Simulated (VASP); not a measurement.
Sb: single point with PBEsol

Sb:

```
Sb
1.0
     3.16000    0.00000    0.00000
     0.00000    3.20740    0.00000
     0.00000    0.00000    3.16000
Sb
1
Direct
  0.00000 0.00000 0.00000
```

This cell differs from its parent crystal: strain +0.0150 x Voigt [0, 1, 0, 0, 0, 0].

| Property | Result |
| --- | --- |
| Program | VASP 6.6.1 |
| Task | single point |
| Functional | PBEsol |
| Potentials or basis | VASP PAW PBE potentials, release 64 (Sb) |
| Cutoff | 520 eV |
| k mesh | 16 × 16 × 16 |
| Occupations | gaussian, width 0.15 eV |
| Spin | no spin polarisation |

| Quantity | Value |
| --- | --- |
| Pressure | -5.4 GPa |

Stress tensor (GPa, compression positive):
```
-5.01  0.00  0.00
 0.00 -6.18  0.00
 0.00  0.00 -5.01
```

Levels at points of the mesh, in eV from the Fermi level:
```csv
k point,band 1,band 2,band 3,band 4,band 5,band 6,band 7
"(0.00, 0.00, 0.00)",-11.87,2.83,3.22,3.22,6.76,6.98,7.76
"(0.50, 0.00, 0.00)",-9.64,-5.13,4.66,5.05,8.86,10.24,10.95
"(0.00, 0.50, 0.00)",-9.82,-5.09,4.91,4.91,8.86,10.46,10.96
"(0.50, 0.50, 0.00)",-7.49,-3.33,-3.14,2.37,6.74,12.37,13.03
"(0.50, 0.00, 0.50)",-7.29,-3.20,-3.20,2.40,6.48,12.25,12.88
"(0.50, 0.50, 0.50)",-4.94,-1.54,-1.54,-1.32,4.84,4.96,4.96
```

Wall time 18 s on 1 thread of Intel(R) Xeon(R) 6975P-C (Granite Rapids), on a shared host, peak memory 0.22 GiB.

Caveat: the cell differs from its parent crystal (strain +0.0150 x Voigt [0, 1, 0, 0, 0, 0]); the PAW data sets were made with another functional, which shifts forces and pressure a little; spin-orbit coupling is left out, which moves the levels of the heavy elements.
